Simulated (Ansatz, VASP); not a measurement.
SiC: VASP beside Ansatz

```
CELL_PARAMETERS angstrom
3.07351 0.00000 0.00000
-1.53676 2.66174 0.00000
0.00000 0.00000 5.04525
ATOMIC_POSITIONS crystal
Si 0.33333 0.66667 0.49960
Si 0.66667 0.33333 0.99960
C 0.33333 0.66667 0.87540
C 0.66667 0.33333 0.37738
```

Alike in both runs: task single point; functional PBE; k mesh 12 × 12 × 7; occupations fermi-dirac, width 0.02 eV; no spin polarisation.

```csv
,VASP,Ansatz
version,VASP 6.6.1,Ansatz 0.2.0
potentials or method,"VASP PAW PBE potentials, release 64 (Si, C), cutoff 520 eV","all-electron LAPW, scalar-relativistic"
```

|  | VASP | Ansatz | Ansatz less VASP |
| --- | --- | --- | --- |
| gap on the k mesh at the Fermi level (eV) | 2.30 | 2.31 | +0.002 |
| least direct gap on the mesh (eV) | 3.99 | 3.99 | +0.001 |
| rms of the force components (eV/Å) | 0.081 | 0.081 | -0.0001 |

Atom by atom the forces differ by 0.000 eV/Å (rms over components). Ansatz ran all-electron here, and VASP with PAW potentials.
